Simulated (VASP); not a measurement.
Wanted: the native input for a VASP 6.6.1 run.

```yaml
Task: single point
Functional: revPBE
Potentials_or_basis: VASP PAW PBE potentials, release 64 (Au)
Cutoff: 520 eV
k_mesh: 6 × 6 × 6
Occupations: fermi-dirac, width 0.05 eV
Spin: no spin polarisation
Dipole_correction: no
Further_INCAR_settings: ALGO = Fast; EDIFF = 1e-07; NBANDS = 12
```

The structure of Au lies in POSCAR:

```
Au
1.0
    0.0000000000      2.0350000000      2.0350000000
    2.0350000000      0.0000000000      2.0350000000
    2.0350000000      2.0350000000      0.0000000000
Au
1
Direct
    0.0000000000      0.0000000000      0.0000000000
```

These files were run (other wordings do the same):

INCAR

```
SYSTEM = Au
ALGO     = Fast           ! electronic algorithm
EDIFF    = 1E-7           ! SCF threshold, eV
ENCUT    = 520            ! plane-wave cutoff, eV
GGA      = RE             ! functional
ISIF     = 2              ! what is computed and relaxed
ISMEAR   = -1             ! smearing method
LASPH    = .True.         ! aspherical terms in the spheres
LCHARG   = .False.        ! write CHGCAR
LREAL    = .False.        ! projectors in reciprocal space
LWAVE    = .False.        ! write WAVECAR
NBANDS   = 12             ! bands
NELM     = 80             ! most SCF steps
PREC     = Accurate       ! precision mode
SIGMA    = 0.05           ! smearing width, eV
```

KPOINTS

```
k-points
0
Gamma
  6 6 6
  0 0 0
```

Potentials or basis: VASP PAW PBE potentials, release 64 (Au).

Command:

```sh
$ cat potpaw_PBE.64/Au/POTCAR > POTCAR
$ mpirun -np 1 vasp_std > vasp.out
```

It gave:

```yaml
Pressure: 15.1 GPa
```

Caveat: the k points lie up to 0.45 Å⁻¹ apart; the PAW data sets were made with another functional, which shifts forces and pressure a little.

Run time: 4.8 s on 1 thread of Intel(R) Xeon(R) Platinum 8488C (Sapphire Rapids), with other jobs on the host, peak memory 0.14 GiB.
